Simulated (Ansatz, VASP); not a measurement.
**Be3CdO4 in VASP and in Ansatz**

```
Be Cd O
1.0
     4.52263   -1.35082    0.01916
     4.52263    1.35082    0.01916
    -0.79292    0.00000    5.62195
Be Cd O
3 1 4
Direct
  0.50000 0.50000 0.50000
  0.78897 0.78897 0.33471
  0.21103 0.21103 0.66529
  0.00000 0.00000 0.00000
  0.36417 0.36417 0.22225
  0.63583 0.63583 0.77775
  0.12406 0.12406 0.39467
  0.87594 0.87594 0.60533
```

Change from the starting cell: species swapped into the Ca3MnO4 type (C2/m, No. 12).

Alike in both runs: functional PBE; k mesh 4 × 4 × 3; occupations gaussian, width 0.15 eV; no spin polarisation.

Ansatz relaxed the structure, and its values are those at the end. VASP's run is a single point on that final structure, the one shown.

```csv
,VASP,Ansatz
version,VASP 6.6.1,Ansatz 0.2.0
potentials or method,"VASP PAW PBE potentials, release 64 (Be, Cd, O), cutoff 600 eV","scalar-relativistic, plane waves, PAW"
valence electrons in the cell,42,50
```

```tsv
	VASP	Ansatz	Ansatz less VASP
gap on the k mesh at the Fermi level (eV)	2.62	2.62	+0.002
least direct gap on the mesh (eV)	2.74	2.75	+0.009
pressure (GPa)	0.4	-0.2	-0.63
rms of the force components (eV/Å)	0.013	0.018	+0.0049
```

VASP's potentials hold 42 valence electrons a cell and Ansatz's 50, so a difference there can come from the potentials and not from the codes.

The k mesh is coarse, so the values compare programs but aren't converged.
